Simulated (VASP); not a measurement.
A run of VASP 6.6.1:

Contents of INCAR:

```
SYSTEM = SrAs2Ru2
PREC = Accurate
ENCUT = 520
EDIFF = 1E-6
ISMEAR = -1
SIGMA = 0.1
LREAL = .False.
LASPH = .True.
NELM = 80
ALGO = Normal
ISIF = 2
LWAVE = .False.
LCHARG = .True.
GGA = PS
LELF = .True.
LVHAR = .True.
NBANDS = 32
```

KPOINTS

```
Automatic mesh
0
Gamma
  9 9 9
  0 0 0
```

Contents of POSCAR:

```
SrAs2Ru2
1.0
   -2.0874050000      2.0874050000      5.7004820000
    2.0874050000     -2.0874050000      5.7004820000
    2.0874050000      2.0874050000     -5.7004820000
Sr As Ru
1 2 2
Direct
    0.0000000000      0.0000000000      0.0000000000
    0.6432220000      0.6432220000      0.0000000000
    0.3567780000      0.3567780000      0.0000000000
    0.2500000000      0.7500000000      0.5000000000
    0.7500000000      0.2500000000      0.5000000000
```

Potentials or basis: VASP PAW PBE potentials, release 64 (Sr_sv, As, Ru_pv).

The run is started by

```sh
$ cat potpaw_PBE.64/Sr_sv/POTCAR potpaw_PBE.64/As/POTCAR potpaw_PBE.64/Ru_pv/POTCAR > POTCAR
$ mpirun -np 1 vasp_std > vasp.out
```

Hardware: 1 thread of Intel(R) Xeon(R) Platinum 8488C (Sapphire Rapids), with other jobs on the host.

Estimate the wall time of this run.

It took 4.3 min on 1 thread of Intel(R) Xeon(R) Platinum 8488C (Sapphire Rapids), on a shared host, peak memory 0.48 GiB. Counts: scf iterations 13, k points 75.
